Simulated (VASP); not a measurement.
# Al2Cu (P4/mmm) in VASP: further runs, part 2 of 3

VASP 6.6.1. The steps go on from the part before.

### Step 3. Single point, LDA

File INCAR:

```
SYSTEM = Al2Cu
PREC = Accurate
ENCUT = 520
EDIFF = 1E-7
ISMEAR = 0
SIGMA = 0.1
LREAL = .False.
LASPH = .True.
NELM = 100
ALGO = Normal
ISIF = 2
LWAVE = .False.
LCHARG = .True.
LELF = .True.
LVHAR = .True.
NBANDS = 16
```

File KPOINTS:

```
Automatic mesh
0
Gamma
  10 10 14
  0 0 0
```

File POSCAR:

```
Al2Cu
1.0
    4.1051820000      0.0000000000      0.0000000000
    0.0000000000      4.1051820000      0.0000000000
    0.0000000000      0.0000000000      2.8913130000
Al Cu
2 1
Direct
    0.5000000000      0.0000000000      0.5000000000
    0.0000000000      0.5000000000      0.5000000000
    0.0000000000      0.0000000000      0.0000000000
```

Potentials or basis: VASP PAW LDA potentials, release 64 (Al, Cu).

Started as:

```sh
cat potpaw_LDA.64/Al/POTCAR potpaw_LDA.64/Cu/POTCAR > POTCAR
mpirun -np 1 vasp_std > vasp.out
```

OUTCAR:

```text
SYSTEM = Al2Cu
   PREC = Accurate
   ENCUT = 520
   EDIFF = 1E-7
   ISMEAR = 0
   LREAL = .False.
   LASPH = .True.
   NELM = 100
   ISIF = 2

 ion  position               nearest neighbor table
   1  0.500  0.000  0.500-   3 2.51   3 2.51   3 2.51   3 2.51   2 2.90   2 2.90   2 2.90   2 2.90

   2  0.000  0.500  0.500-   3 2.51   3 2.51   3 2.51   3 2.51   1 2.90   1 2.90   1 2.90   1 2.90

   3  0.000  0.000  0.000-   1 2.51   2 2.51   1 2.51   2 2.51   2 2.51   2 2.51   1 2.51   1 2.51

  LATTYP: Found a simple tetragonal cell.
 ALAT       =     4.1051820000
 C/A-ratio  =     0.7043081159

  Lattice vectors:

 A1 = (   4.1051820000,   0.0000000000,   0.0000000000)
 A2 = (   0.0000000000,   4.1051820000,   0.0000000000)
 A3 = (   0.0000000000,   0.0000000000,   2.8913130000)

Analysis of symmetry for initial positions (statically):
=====================================================================
 Subroutine PRICEL returns:
 Original cell was already a primitive cell.

 Routine SETGRP: Setting up the symmetry group for a
 simple tetragonal supercell.

 Subroutine GETGRP returns: Found 16 space group operations
 (whereof 16 operations were pure point group operations)
 out of a pool of 16 trial point group operations.

The static configuration has the point symmetry D_4h.

Analysis of symmetry for dynamics (positions and initial velocities):
=====================================================================
 Subroutine PRICEL returns:
 Original cell was already a primitive cell.

 Routine SETGRP: Setting up the symmetry group for a
 simple tetragonal supercell.

 Subroutine GETGRP returns: Found 16 space group operations
 (whereof 16 operations were pure point group operations)
 out of a pool of 16 trial point group operations.

The dynamic configuration has the point symmetry D_4h.

 Subroutine INISYM returns: Found 16 space group operations
 (whereof 16 operations are pure point group operations),
 and found     1 'primitive' translations

----------------------------------------------------------------------------------------

                                     Primitive cell

  volume of cell :      48.7259

  direct lattice vectors                    reciprocal lattice vectors
     4.105182000  0.000000000  0.000000000     0.243594559  0.000000000  0.000000000
     0.000000000  4.105182000  0.000000000     0.000000000  0.243594559  0.000000000
     0.000000000  0.000000000  2.891313000     0.000000000  0.000000000  0.345863627

  length of vectors
     4.105182000  4.105182000  2.891313000     0.243594559  0.243594559  0.345863627

  position of ions in fractional coordinates (direct lattice)
     0.500000000  0.000000000  0.500000000
     0.000000000  0.500000000  0.500000000
     0.000000000  0.000000000  0.000000000

  ion indices of the primitive-cell ions
   primitive index   ion index
                 1           1
                 2           2
                 3           3

----------------------------------------------------------------------------------------

 KPOINTS: Automatic mesh

Automatic generation of k-mesh.
 Grid dimensions read from file:
 generate k-points for:   10   10   14

 Generating k-lattice:

  Cartesian coordinates                     Fractional coordinates (reciprocal lattice)
     0.024359456  0.000000000  0.000000000     0.100000000  0.000000000  0.000000000
     0.000000000  0.024359456  0.000000000     0.000000000  0.100000000  0.000000000
     0.000000000  0.000000000  0.024704545     0.000000000  0.000000000  0.071428571

  Length of vectors
     0.024359456  0.024359456  0.024704545

  Shift w.r.t. Gamma in fractional coordinates (k-lattice)
     0.000000000  0.000000000  0.000000000

 Subroutine IBZKPT returns following result:
 ===========================================

 Found    168 irreducible k-points:

 Following reciprocal coordinates:
            Coordinates               Weight
  0.000000  0.000000  0.000000      1.000000
  0.100000  0.000000  0.000000      4.000000
  0.200000  0.000000  0.000000      4.000000
  0.300000  0.000000  0.000000      4.000000
  0.400000  0.000000  0.000000      4.000000
  0.500000  0.000000  0.000000      2.000000
[... 16 lines left out ...]
  0.100000  0.000000  0.071429      8.000000
  0.200000  0.000000  0.071429      8.000000
 [... further k-points ...]
   k-points           NKPTS =    168   k-points in BZ     NKDIM =    168   number of bands    NBANDS=     16
   number of dos      NEDOS =    301   number of ions     NIONS =      3
   total plane-waves  NPLWV =  24576
   dimension x,y,z NGX =    32 NGY =   32 NGZ =   24
   dimension x,y,z NGXF=    64 NGYF=   64 NGZF=   48
   ions per type =               2   1
   NGX,Y,Z   is equivalent  to a cutoff of  12.96, 12.96, 13.80 a.u.
   NGXF,Y,Z  is equivalent  to a cutoff of  25.92, 25.92, 27.60 a.u.
 SYSTEM =  Al2Cu
   PREC   = accura    normal or accurate (medium, high low for compatibility)
   ISTART =      0    job   : 0-new  1-cont  2-samecut
   ICHARG =      2    charge: 1-file 2-atom 10-const
   ISPIN  =      1    spin polarized calculation?
   LNONCOLLINEAR =      F non collinear calculations
   LSORBIT =      F    spin-orbit coupling
   LASPH  =      T    aspherical Exc in radial PAW
   ENCUT  =  520.0 eV  38.22 Ry    6.18 a.u.   7.63  7.63  5.38*2*pi/ulx,y,z
   NELM   =    100;   NELMIN=  2; NELMDL= -5     # of ELM steps
   EDIFF  = 0.1E-06   stopping-criterion for ELM
   LREAL  =      F    real-space projection
   EDIFFG = 0.1E-05   stopping-criterion for IOM
   NSW    =      0    number of steps for IOM
   IBRION =     -1    ionic relax: 0-MD 1-quasi-New 2-CG
   NFREE  =      0    steps in history (QN), initial steepest desc. (CG)
   ISIF   =      2    stress and relaxation
   ISYM   =      2    0-nonsym 1-usesym 2-fastsym
   POTIM  = 0.5000    time-step for ionic-motion
   TEBEG  =    0.0;   TEEND  =   0.0 temperature during run
   PSTRESS=    0.0 pullay stress
   NELECT =      17.0000    total number of electrons
   NUPDOWN=      -1.0000    fix difference up-down
   EMIN   =  10.00;   EMAX   =-10.00  energy-range for DOS
   EFERMI =   0.00;   METHOD = LEGACY
   ISMEAR =     0;   SIGMA  =   0.10  broadening in eV -4-tet -1-fermi 0-gaus
   EFERMI_NEDOS =   21; number of points for ismear=-14 and -15
   IALGO  =     38    algorithm
   IMIX   =      4    mixing-type and parameters
     AMIX     =   0.40;   BMIX     =  1.00
     AMIX_MAG =   1.60;   BMIX_MAG =  1.00
  volume/ion in A,a.u.               =      16.24       109.61
  Fermi-wavevector in a.u.,A,eV,Ry     =   1.152492  2.177894 18.071765  1.328237
  Thomas-Fermi vector in A             =   2.289142
   LORBIT       =      0    0 simple, 1 ext, 2 COOP (PROOUT), +10 PAW based schemes
   GGA     = CA    functional components
   LHFCALC =     F    Hartree Fock is set to
   AEXX    =    0.0000 exact exchange contribution
   IVDW    =     0    specifies the selected vdW correction
   LEPSILON=     F    determine dielectric tensor
   LRPA    =     F    only Hartree local field effects (RPA)
 non-spin polarized calculation
 Gauss-broadening in eV      SIGMA  =   0.10
  energy-cutoff  :      520.00
  volume of cell :       48.73
 maximum number of plane-waves:      1339
 NGX is ok and might be reduce to    32
   NGX = 15   NGY = 15   NGZ = 11

 number of electron      16.9999979 magnetization

 Free energy of the ion-electron system (eV)
  ---------------------------------------------------
  ext. energy  EPLUGINS =         0.00000000
  ---------------------------------------------------
  free energy    TOTEN  =       -13.19035154 eV

  energy without entropy =      -13.18583819  energy(sigma->0) =      -13.18809487

 E-fermi :   6.9080     XC(G=0): -10.5843

 val. band max:        6.8956634704   @ k =   0.5000   0.1000   0.2857
 cond. band min:       6.9177649200   @ k =   0.4000   0.2000   0.2143
 fundamental gap:      0.0221014497
 Fermi energy:         6.9079771059

 k-point     1 :       0.0000    0.0000    0.0000
  band No.  band energies     occupation
      1      -3.5603      2.00000
      2       1.4881      2.00000
      3       2.0134      2.00000
      4       2.6582      2.00000
      5       2.8349      2.00000
      6       2.8349      2.00000
[... 8 lines left out ...]
     15      14.1117      0.00000
     16      19.0985      0.00000
[... 419 lines left out ...]
 k-point    24 :       0.2000    0.0000    0.0714
  band No.  band energies     occupation
      1      -3.1360      2.00000
      2       1.2376      2.00000
      3       1.9857      2.00000
      4       2.5837      2.00000
      5       2.7012      2.00000
      6       2.7616      2.00000
[... 8 lines left out ...]
     15      16.9396      0.00000
     16      17.0465      0.00000

 [... further k-points ...]
[... 5 lines left out ...]
  --------------------------------------------------------------------------------------
  -------------------------------------------------------------------------------------
  Total       -1.3971639     -1.3971639     -1.6724330      0.0000000     -0.0000000      0.0000000
  in kB      -45.9407422    -45.9407422    -54.9919813      0.0000000     -0.0000000      0.0000000
  external PRESSURE =     -48.9578219 kB  Pullay stress =       0.0000000 kB

 VOLUME and BASIS-vectors are now :
 -----------------------------------------------------------------------------
  energy-cutoff  :      520.00
  volume of cell :       48.73
      direct lattice vectors                 reciprocal lattice vectors
     4.105182000  0.000000000  0.000000000     0.243594559  0.000000000  0.000000000
     0.000000000  4.105182000  0.000000000     0.000000000  0.243594559  0.000000000
     0.000000000  0.000000000  2.891313000     0.000000000  0.000000000  0.345863627

 POSITION                                       TOTAL-FORCE (eV/Angst)
 -----------------------------------------------------------------------------------
      2.05259      0.00000      1.44566         0.000000      0.000000      0.000000
      0.00000      2.05259      1.44566         0.000000      0.000000      0.000000
      0.00000      0.00000      0.00000         0.000000      0.000000      0.000000
 -----------------------------------------------------------------------------------
    total drift:                               -0.000000     -0.000000      0.000000

  FREE ENERGIE OF THE ION-ELECTRON SYSTEM (eV)
  ---------------------------------------------------
  free  energy   TOTEN  =       -13.1903515406 eV

  energy  without entropy=      -13.1858381930  energy(sigma->0) =      -13.18809487
```

stdout:

```text
POSCAR found type information on POSCAR AlCu
 POSCAR found :  2 types and       3 ions
 scaLAPACK will be used
 LDA part: xc-table for (Slater(with rela. corr.)+CA(PZ))
 , standard interpolation
 POSCAR, INCAR and KPOINTS ok, starting setup
 FFT: planning ... GRIDC
 FFT: planning ... GRID_SOFT
 FFT: planning ... GRID
 WAVECAR not read
 entering main loop
```

Wall time 56 s (1 thread of Intel Xeon 6975P-C (Granite Rapids), shared host); peak memory 0.24 GiB.

What came out:

* Free energy: -13.1904 eV
* Pressure: -4.9 GPa

Stress tensor (GPa, compression positive):
```
-4.59  0.00  0.00
 0.00 -4.59  0.00
 0.00  0.00 -5.50
```

### Step 4. Single point, PBEsol

File INCAR:

```
SYSTEM = Al2Cu
PREC = Accurate
ENCUT = 520
EDIFF = 1E-6
ISMEAR = 0
SIGMA = 0.1
LREAL = .False.
LASPH = .True.
NELM = 100
ALGO = Fast
ISIF = 2
LWAVE = .False.
LCHARG = .False.
GGA = PS
NBANDS = 16
```

KPOINTS is that of step 3.

POSCAR is that of step 3.

Potentials or basis: VASP PAW PBE potentials, release 64 (Al, Cu).

Started as:

```sh
cat potpaw_PBE.64/Al/POTCAR potpaw_PBE.64/Cu/POTCAR > POTCAR
mpirun -np 1 vasp_std > vasp.out
```

It took 66 s on 1 thread of Intel Xeon 6975P-C (Granite Rapids), shared host; peak memory 0.25 GiB.

The run converged. Its results:

| Property | Result |
| --- | --- |
| Free energy | -12.5609 eV |
| Pressure | -2.3 GPa |

Stress tensor (GPa, compression positive):
```
-1.96  0.00  0.00
 0.00 -1.96  0.00
 0.00  0.00 -2.93
```

Levels at points of the mesh, in eV from the Fermi level:
```
           k point  band 7  band 8  band 9  band 10  band 11  band 12
(0.00, 0.00, 0.00)   -2.33   -2.33   -0.06     0.91     5.98     6.19
(0.50, 0.00, 0.00)   -4.01   -1.02    1.60     1.77     1.95     7.37
(0.50, 0.50, 0.00)   -4.04   -4.04   -2.39     8.57     8.57     9.29
(0.00, 0.00, 0.50)   -2.98    2.55    2.56     2.56     2.78     2.78
(0.50, 0.00, 0.50)   -3.02   -2.45   -1.67     3.69     4.02     4.38
(0.50, 0.50, 0.50)   -2.22   -2.22   -0.86    -0.86    -0.05    -0.05
```

Caveat: the PAW data sets were made with another functional, which shifts forces and pressure a little.

[end of part 2 of 3]
